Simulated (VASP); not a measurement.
# Ni (P6/mmm) in VASP: notebook

Runs on Ni. Level: RPBE. Tasks: single point.

Program: VASP 6.6.1. These are calculated values, not measurements. Logs are shortened: lines on timing, memory, paths and dates and some standing lists are left out, and cuts for length are marked.

### Step 1. The cell of the first run

Symmetry: P6/mmm, No. 191, hexagonal system. Conventional cell: a = 3.922 Å, b = 3.922 Å, c = 2.360 Å, α = 90.00°, β = 90.00°, γ = 120.00°. Within 3.1 Å of Ni (site symmetry 6/mmm) lie 14 Ni at 2.36 to 2.55 Å. Ni (site symmetry -6m2) has 11 Ni at 2.26 to 2.55 Å within 3.0 Å.

### Step 2. Single point, RPBE (volume scaled by 0.92)

Contents of INCAR:

```
SYSTEM = Ni
ALGO = Normal
EDIFF = 1E-7
ENCUT = 520
GGA = RP
ISIF = 2
ISMEAR = -1
LASPH = .TRUE.
LCHARG = .FALSE.
LREAL = .FALSE.
LWAVE = .FALSE.
NBANDS = 22
NELM = 60
PREC = Accurate
SIGMA = 0.1
```

Contents of KPOINTS:

```
k-points
0
G
  10 10 15
  0 0 0
```

Contents of POSCAR:

```
Ni
1.0
    3.9215500847      0.0000000000      0.0000000000
   -1.9607750423      3.3961619956      0.0000000000
    0.0000000000      0.0000000000      2.3604729788
Ni
3
Direct
    0.0000000000      1.0000000000      0.0000000000
    0.3333333333      0.6666666667      0.5000000000
    0.6666666667      0.3333333333      0.5000000000
```

Potentials or basis: VASP PAW PBE potentials, release 64 (Ni).

Launch:

```
cat potpaw_PBE.64/Ni/POTCAR > POTCAR
mpirun -np 1 vasp_std > vasp.out
```

OUTCAR:

```text
SYSTEM = Ni
   EDIFF = 1E-7
   ENCUT = 520
   GGA = RP
   ISIF = 2
   ISMEAR = -1
   LASPH = .TRUE.
   LREAL = .FALSE.
   NELM = 60
   PREC = Accurate

 ion  position               nearest neighbor table
   1  0.000  0.000  0.000-   2 2.55   3 2.55   2 2.55   3 2.55   3 2.55   3 2.55   2 2.55   2 2.55
                             3 2.55   3 2.55   2 2.55   2 2.55
   2  0.333  0.667  0.500-   3 2.26   3 2.26   3 2.26   1 2.55   1 2.55   1 2.55   1 2.55   1 2.55
                             1 2.55
   3  0.667  0.333  0.500-   2 2.26   2 2.26   2 2.26   1 2.55   1 2.55   1 2.55   1 2.55   1 2.55
                             1 2.55

  LATTYP: Found a hexagonal cell.
 ALAT       =     3.9215500847
 C/A-ratio  =     0.6019234557

  Lattice vectors:

 A1 = (   3.9215500847,   0.0000000000,   0.0000000000)
 A2 = (  -1.9607750423,   3.3961619956,   0.0000000000)
 A3 = (   0.0000000000,   0.0000000000,   2.3604729788)

Analysis of symmetry for initial positions (statically):
=====================================================================
 Subroutine PRICEL returns:
 Original cell was already a primitive cell.

 Routine SETGRP: Setting up the symmetry group for a
 hexagonal supercell.

 Subroutine GETGRP returns: Found 24 space group operations
 (whereof 24 operations were pure point group operations)
 out of a pool of 24 trial point group operations.

The static configuration has the point symmetry D_6h.

Analysis of symmetry for dynamics (positions and initial velocities):
=====================================================================
 Subroutine PRICEL returns:
 Original cell was already a primitive cell.

 Routine SETGRP: Setting up the symmetry group for a
 hexagonal supercell.

 Subroutine GETGRP returns: Found 24 space group operations
 (whereof 24 operations were pure point group operations)
 out of a pool of 24 trial point group operations.

The dynamic configuration has the point symmetry D_6h.

 Subroutine INISYM returns: Found 24 space group operations
 (whereof 24 operations are pure point group operations),
 and found     1 'primitive' translations

----------------------------------------------------------------------------------------

                                     Primitive cell

  volume of cell :      31.4373

  direct lattice vectors                    reciprocal lattice vectors
     3.921550085  0.000000000  0.000000000     0.255001206  0.147225015  0.000000000
    -1.960775042  3.396161996  0.000000000     0.000000000  0.294450030  0.000000000
[... 80 lines left out ...]
   ICHARG =      2    charge: 1-file 2-atom 10-const
   ISPIN  =      1    spin polarized calculation?
   LNONCOLLINEAR =      F non collinear calculations
   LSORBIT =      F    spin-orbit coupling
   LASPH  =      T    aspherical Exc in radial PAW
   ENCUT  =  520.0 eV  38.22 Ry    6.18 a.u.   7.29  7.29  4.39*2*pi/ulx,y,z
   NELM   =     60;   NELMIN=  2; NELMDL= -5     # of ELM steps
   EDIFF  = 0.1E-06   stopping-criterion for ELM
   LREAL  =      F    real-space projection
   EDIFFG = 0.1E-05   stopping-criterion for IOM
   NSW    =      0    number of steps for IOM
   IBRION =     -1    ionic relax: 0-MD 1-quasi-New 2-CG
   NFREE  =      0    steps in history (QN), initial steepest desc. (CG)
   ISIF   =      2    stress and relaxation
   ISYM   =      2    0-nonsym 1-usesym 2-fastsym
   POTIM  = 0.5000    time-step for ionic-motion
   TEBEG  =    0.0;   TEEND  =   0.0 temperature during run
   PSTRESS=    0.0 pullay stress
   NELECT =      30.0000    total number of electrons
   NUPDOWN=      -1.0000    fix difference up-down
   EMIN   =  10.00;   EMAX   =-10.00  energy-range for DOS
   EFERMI =   0.00;   METHOD = LEGACY
   ISMEAR =    -1;   SIGMA  =   0.10  broadening in eV -4-tet -1-fermi 0-gaus
   EFERMI_NEDOS =   21; number of points for ismear=-14 and -15
   IALGO  =     38    algorithm
   IMIX   =      4    mixing-type and parameters
     AMIX     =   0.40;   BMIX     =  1.00
     AMIX_MAG =   1.60;   BMIX_MAG =  1.00
  volume/ion in A,a.u.               =      10.48        70.72
  Fermi-wavevector in a.u.,A,eV,Ry     =   1.611759  3.045783 35.344780  2.597768
  Thomas-Fermi vector in A             =   2.707098
   LORBIT       =      0    0 simple, 1 ext, 2 COOP (PROOUT), +10 PAW based schemes
   GGA     = RP    functional components
   LHFCALC =     F    Hartree Fock is set to
   AEXX    =    0.0000 exact exchange contribution
   IVDW    =     0    specifies the selected vdW correction
   LEPSILON=     F    determine dielectric tensor
   LRPA    =     F    only Hartree local field effects (RPA)
 non-spin polarized calculation
  energy-cutoff  :      520.00
  volume of cell :       31.44
 maximum number of plane-waves:       879
 NGX is ok and might be reduce to    30
   NGX = 15   NGY = 15   NGZ =  9

 number of electron      30.0000006 magnetization

 Free energy of the ion-electron system (eV)
  ---------------------------------------------------
  ext. energy  EPLUGINS =         0.00000000
  ---------------------------------------------------
  free energy    TOTEN  =       -14.37846688 eV

  energy without entropy =      -14.13238700  energy(sigma->0) =      -14.25542694

 E-fermi :   9.9220     XC(G=0): -13.3450

 val. band max:        9.9217127003   @ k =   0.3000   0.2000   0.2667
 cond. band min:       9.9223542595   @ k =   0.2000   0.1000   0.0000
 fundamental gap:      0.0006415592
 Fermi energy:         9.9219872506

 k-point     1 :       0.0000    0.0000    0.0000
  band No.  band energies     occupation
      1       0.7938      2.00000
      2       5.8583      2.00000
      3       7.0371      2.00000
      4       7.0371      2.00000
      5       7.0551      2.00000
      6       7.0551      2.00000
[... 589 lines left out ...]
     21      26.1312      0.00000
     22      27.1966      0.00000

 [... further k-points ...]
[... 5 lines left out ...]
  --------------------------------------------------------------------------------------
  -------------------------------------------------------------------------------------
  Total        3.5238681      3.5238681      3.3333857      0.0000000     -0.0000000     -0.0000000
  in kB      179.5911911    179.5911911    169.8834048      0.0000000     -0.0000000     -0.0000000
  external PRESSURE =     176.3552623 kB  Pullay stress =       0.0000000 kB

 VOLUME and BASIS-vectors are now :
 -----------------------------------------------------------------------------
  energy-cutoff  :      520.00
  volume of cell :       31.44
      direct lattice vectors                 reciprocal lattice vectors
     3.921550085  0.000000000  0.000000000     0.255001206  0.147225015  0.000000000
    -1.960775042  3.396161996  0.000000000     0.000000000  0.294450030  0.000000000
     0.000000000  0.000000000  2.360472979     0.000000000  0.000000000  0.423643909

 POSITION                                       TOTAL-FORCE (eV/Angst)
 -----------------------------------------------------------------------------------
      0.00000      0.00000      0.00000        -0.000000      0.000000      0.000000
     -0.00000      2.26411      1.18024         0.000000      0.000000      0.000000
      1.96078      1.13205      1.18024        -0.000000     -0.000000      0.000000
 -----------------------------------------------------------------------------------
    total drift:                               -0.000000      0.000000      0.000000

  FREE ENERGIE OF THE ION-ELECTRON SYSTEM (eV)
  ---------------------------------------------------
  free  energy   TOTEN  =       -14.3784668824 eV

  energy  without entropy=      -14.1323869995  energy(sigma->0) =      -14.25542694
```

OSZICAR:

```text
N       E                     dE             d eps       ncg     rms          rms(c)
DAV:   1     0.169286980936E+03    0.16929E+03   -0.13768E+04  5152   0.197E+03
DAV:   2    -0.981340667944E+01   -0.17910E+03   -0.16971E+03  4958   0.319E+02
DAV:   3    -0.169870049146E+02   -0.71736E+01   -0.68956E+01  5348   0.894E+01
DAV:   4    -0.170836062187E+02   -0.96601E-01   -0.96548E-01  6308   0.939E+00
DAV:   5    -0.170862268912E+02   -0.26207E-02   -0.26206E-02  5664   0.137E+00    0.168E+01
DAV:   6    -0.152709009737E+02    0.18153E+01   -0.18905E+01  5378   0.758E+01    0.109E+01
DAV:   7    -0.170463061038E+02   -0.17754E+01   -0.18999E+01  5750   0.914E+01    0.216E+01
DAV:   8    -0.144067789926E+02    0.26395E+01   -0.72127E+00  5790   0.510E+01    0.290E+00
DAV:   9    -0.143852729003E+02    0.21506E-01   -0.26253E-01  5312   0.611E+00    0.114E+00
DAV:  10    -0.143784587852E+02    0.68141E-02   -0.14412E-02  6402   0.180E+00    0.185E-01
DAV:  11    -0.143784411745E+02    0.17611E-04   -0.15091E-03  5938   0.649E-01    0.750E-02
DAV:  12    -0.143784723834E+02   -0.31209E-04   -0.18959E-04  6694   0.255E-01    0.362E-02
DAV:  13    -0.143784687111E+02    0.36723E-05   -0.26347E-05  6214   0.101E-01    0.720E-03
DAV:  14    -0.143784672512E+02    0.14599E-05   -0.23647E-06  5800   0.183E-02    0.289E-03
DAV:  15    -0.143784668835E+02    0.36772E-06   -0.17353E-07  3612   0.628E-03    0.115E-03
DAV:  16    -0.143784668824E+02    0.11132E-08   -0.20062E-08  2884   0.242E-03
   1 F= -.14378467E+02 E0= -.14255427E+02  d E =-.246080E+00
```

Wall time 68 s (1 thread of Intel Xeon Platinum 8259CL at 2.50GHz (Skylake/Cascade Lake), shared host); peak memory 0.18 GiB.

What came out:

```yaml
Free_energy: -14.3785 eV
Pressure: 17.6 GPa
Band_gap_on_the_k_mesh: zero (band 15 reaches 10.34 eV, above the bottom of band 16 at 9.73 eV)
```

Stress tensor (GPa, compression positive):
```
17.96  0.00  0.00
 0.00 17.96  0.00
 0.00  0.00 16.99
```

Levels at points of the mesh, in eV from the Fermi level:
| k point | band 14 | band 15 | band 16 | band 17 | band 18 | band 19 |
| --- | --- | --- | --- | --- | --- | --- |
| (0.00, 0.00, 0.00) | -1.04 | 0.07 | 0.07 | 6.49 | 6.49 | 6.51 |
| (0.50, 0.00, 0.00) | -0.23 | -0.21 | -0.13 | 0.12 | 0.12 | 6.85 |

Caveat: the cell differs from its parent crystal (volume scaled by 0.92); the PAW data sets were made with another functional, which shifts forces and pressure a little; the run has no spin polarisation, though such a crystal can be magnetic.

### Step 3. Single point, RPBE (volume scaled by 0.96)

Contents of INCAR:

```
SYSTEM = Ni
ALGO = Normal ; EDIFF = 1E-6
ENCUT = 520 ; GGA = RP
ISIF = 2 ; ISMEAR = -1
LASPH = .TRUE. ; LCHARG = .FALSE.
LREAL = .FALSE. ; LWAVE = .FALSE.
NBANDS = 22 ; NELM = 100
PREC = Accurate ; SIGMA = 0.1
```

KPOINTS is that of step 2.

Contents of POSCAR:

```
Ni
1.0
    3.9775797987      0.0000000000      0.0000000000
   -1.9887898993      3.4446851512      0.0000000000
    0.0000000000      0.0000000000      2.3941985779
Ni
3
Direct
    0.0000000000      1.0000000000      0.0000000000
    0.3333333333      0.6666666667      0.5000000000
    0.6666666667      0.3333333333      0.5000000000
```

Potentials or basis: VASP PAW PBE potentials, release 64 (Ni).

Launch:

```
cat potpaw_PBE.64/Ni/POTCAR > POTCAR
mpirun -np 1 vasp_std > vasp.out
```

Run time: 70 s. Hardware: 1 thread of Intel Xeon Platinum 8259CL at 2.50GHz (Skylake/Cascade Lake), shared host; peak memory 0.19 GiB.

It converged, with:

```
Free energy            : -14.4855 eV
Pressure               : 7.9 GPa
Band gap on the k mesh : zero (band 15 reaches 9.70 eV, above the bottom of band 16 at 9.12 eV)
```

Stress tensor (GPa, compression positive):
```
8.08 0.00 0.00
0.00 8.08 0.00
0.00 0.00 7.54
```

Levels at points of the mesh, in eV from the Fermi level:
```tsv
k point	band 13	band 14	band 15	band 16	band 17	band 18	band 19	band 20
(0.00, 0.00, 0.00)	-0.98	-0.98	0.06	0.06	6.30	6.30	6.31	6.31
(0.50, 0.00, 0.00)	-0.24	-0.23	-0.20	-0.12	0.10	0.19	6.53	15.67
```

Caveat: the cell differs from its parent crystal (volume scaled by 0.96); the PAW data sets were made with another functional, which shifts forces and pressure a little; the run has no spin polarisation, though such a crystal can be magnetic. Spin polarisation is off, so any magnetic state and its effect on volume and gap are missing.

### Step 4. Single point, RPBE

This run uses another cell than the first one, of 11.39 Å³/atom, 1.087 times its volume.

Contents of INCAR:

```
PREC     = Accurate       # precision mode
ENCUT    = 520            # plane-wave cutoff, eV
EDIFF    = 1E-6           # SCF threshold, eV
ISMEAR   = -1             # smearing method
SIGMA    = 0.1            # smearing width, eV
LREAL    = F              # projectors in reciprocal space
LASPH    = T              # aspherical terms in the spheres
NELM     = 60             # most SCF steps
ALGO     = Normal         # electronic algorithm
ISIF     = 2              # what is computed and relaxed
LWAVE    = F              # write WAVECAR
LCHARG   = F              # write CHGCAR
GGA      = RP             # functional
NBANDS   = 22             # bands
```

Contents of KPOINTS:

```
Automatic mesh
0
Gamma
  10 10 15
```

Contents of POSCAR:

```
Ni
1.0
    4.0320739648      0.0000000000      0.0000000000
   -2.0160369824      3.4918784835      0.0000000000
    0.0000000000      0.0000000000      2.4269998947
Ni
3
Direct
    0.0000000000      1.0000000000      0.0000000000
    0.3333333333      0.6666666667      0.5000000000
    0.6666666667      0.3333333333      0.5000000000
```

Launch:

```
cat potpaw_PBE.64/Ni/POTCAR > POTCAR
mpirun -np 1 vasp_std > vasp.out
```

Wall time 67 s (1 thread of Intel Xeon Platinum 8259CL at 2.50GHz (Skylake/Cascade Lake), shared host); peak memory 0.18 GiB.

Results (log left out):

- Free energy: -14.5184 eV
- Pressure: 0.2 GPa
- Band gap on the k mesh: zero (band 15 reaches 9.10 eV, above the bottom of band 16 at 8.56 eV)

Stress tensor (GPa, compression positive):
```
0.27 0.00 0.00
0.00 0.27 0.00
0.00 0.00 0.06
```

Levels at points of the mesh, in eV from the Fermi level:
```tsv
k point	band 14	band 15	band 16	band 17	band 18	band 19
(0.00, 0.00, 0.00)	-0.93	0.05	0.05	6.12	6.12	6.13
(0.50, 0.00, 0.00)	-0.22	-0.19	-0.12	0.09	0.25	6.24
```

Caveat: the PAW data sets were made with another functional, which shifts forces and pressure a little; the run has no spin polarisation, though such a crystal can be magnetic. Spin polarisation is off, so any magnetic state and its effect on volume and gap are missing.

### Step 5. Single point, RPBE (volume scaled by 1.04)

Contents of INCAR:

```
SYSTEM = Ni
  PREC = Accurate
  ENCUT = 520
  EDIFF = 1E-6
  ISMEAR = -1
  SIGMA = 0.1
  LREAL = .False.
  LASPH = .True.
  NELM = 60
  ALGO = Normal
  ISIF = 2
  LWAVE = .False.
  LCHARG = .True.
  GGA = RP
  LELF = .True.
  LVHAR = .True.
  NBANDS = 22
```

Contents of KPOINTS:

```
regular mesh
0
Gamma
  10 10 15
  0 0 0
```

Contents of POSCAR:

```
Ni
1.0
    4.0851336544      0.0000000000      0.0000000000
   -2.0425668272      3.5378295225      0.0000000000
    0.0000000000      0.0000000000      2.4589377664
Ni
3
Direct
    0.0000000000      1.0000000000      0.0000000000
    0.3333333333      0.6666666667      0.5000000000
    0.6666666667      0.3333333333      0.5000000000
```

Launch:

```
cat potpaw_PBE.64/Ni/POTCAR > POTCAR
mpirun -np 1 vasp_std > vasp.out
```

Run time: 70 s. Hardware: 1 thread of Intel Xeon Platinum 8259CL at 2.50GHz (Skylake/Cascade Lake), shared host; peak memory 0.19 GiB.

The run converged. Its results:

```
Free energy            : -14.4928 eV
Pressure               : -5.9 GPa
Band gap on the k mesh : zero (band 15 reaches 8.56 eV, above the bottom of band 16 at 8.05 eV)
```

Levels at points of the mesh, in eV from the Fermi level:
| k point | band 13 | band 14 | band 15 | band 16 | band 17 | band 18 | band 19 | band 20 |
| --- | --- | --- | --- | --- | --- | --- | --- | --- |
| (0.00, 0.00, 0.00) | -0.88 | -0.88 | 0.04 | 0.04 | 5.95 | 5.95 | 5.96 | 5.96 |
| (0.50, 0.00, 0.00) | -0.23 | -0.21 | -0.19 | -0.11 | 0.08 | 0.31 | 5.97 | 14.94 |

Caveat: the cell differs from its parent crystal (volume scaled by 1.04); the PAW data sets were made with another functional, which shifts forces and pressure a little; the run has no spin polarisation, though such a crystal can be magnetic.

### Step 6. Single point, RPBE (volume scaled by 1.08)

Contents of INCAR:

```
SYSTEM = Ni
  ALGO = Normal
  EDIFF = 1E-6
  ENCUT = 520
  GGA = RP
  ISIF = 2
  ISMEAR = -1
  LASPH = .True.
  LCHARG = .False.
  LREAL = .False.
  LWAVE = .False.
  NBANDS = 22
  NELM = 60
  PREC = Accurate
  SIGMA = 0.1
```

Contents of KPOINTS:

```
k-points
0
Gamma
  10 10 15
  0 0 0
```

Contents of POSCAR:

```
Ni
1.0
    4.1368496971      0.0000000000      0.0000000000
   -2.0684248485      3.5826169293      0.0000000000
    0.0000000000      0.0000000000      2.4900668655
Ni
3
Direct
    0.0000000000      1.0000000000      0.0000000000
    0.3333333333      0.6666666667      0.5000000000
    0.6666666667      0.3333333333      0.5000000000
```

Potentials or basis: VASP PAW PBE potentials, release 64 (Ni).

Launch:

```
cat potpaw_PBE.64/Ni/POTCAR > POTCAR
mpirun -np 1 vasp_std > vasp.out
```

Wall time 55 s (1 thread of Intel Xeon Platinum 8259CL at 2.50GHz (Skylake/Cascade Lake), shared host); peak memory 0.2 GiB.

It converged, with:

* Free energy: -14.4211 eV
* Pressure: -10.7 GPa
* Band gap on the k mesh: zero (band 15 reaches 8.06 eV, above the bottom of band 16 at 7.57 eV)

Stress tensor (GPa, compression positive):
```
-10.77   0.00   0.00
  0.00 -10.77   0.00
  0.00   0.00 -10.49
```

Levels at points of the mesh, in eV from the Fermi level:
```
           k point  band 14  band 15  band 16  band 17  band 18  band 19
(0.00, 0.00, 0.00)    -0.83     0.04     0.04     5.80     5.80     5.81
(0.50, 0.00, 0.00)    -0.20    -0.18    -0.11     0.07     0.37     5.72
```

Caveat: the cell differs from its parent crystal (volume scaled by 1.08); the PAW data sets were made with another functional, which shifts forces and pressure a little; the run has no spin polarisation, though such a crystal can be magnetic.

### Step 7. Overview

```tsv
cell	gap on the mesh (eV)	pressure (GPa)
a = 3.922, b = 3.922, c = 2.360 Å, angles 90.0, 90.0, 120.0°, 3 atoms	none	17.6
a = 3.978, b = 3.978, c = 2.394 Å, angles 90.0, 90.0, 120.0°, 3 atoms	none	7.9
a = 4.032, b = 4.032, c = 2.427 Å, angles 90.0, 90.0, 120.0°, 3 atoms	none	0.2
a = 4.085, b = 4.085, c = 2.459 Å, angles 90.0, 90.0, 120.0°, 3 atoms	none	-5.9
a = 4.137, b = 4.137, c = 2.490 Å, angles 90.0, 90.0, 120.0°, 3 atoms	none	-10.7
```

Alike in all rows: task single point; level RPBE; potentials or basis VASP PAW PBE potentials, release 64 (Ni); no spin polarisation; k mesh 10 × 10 × 15; cutoff (eV) 520; smearing fermi-dirac 0.1 eV.

Caveats: the PAW data sets were made with another functional, which shifts forces and pressure a little; the run has no spin polarisation, though such a crystal can be magnetic.

Absolute energies hang on the potentials; compare differences alone.
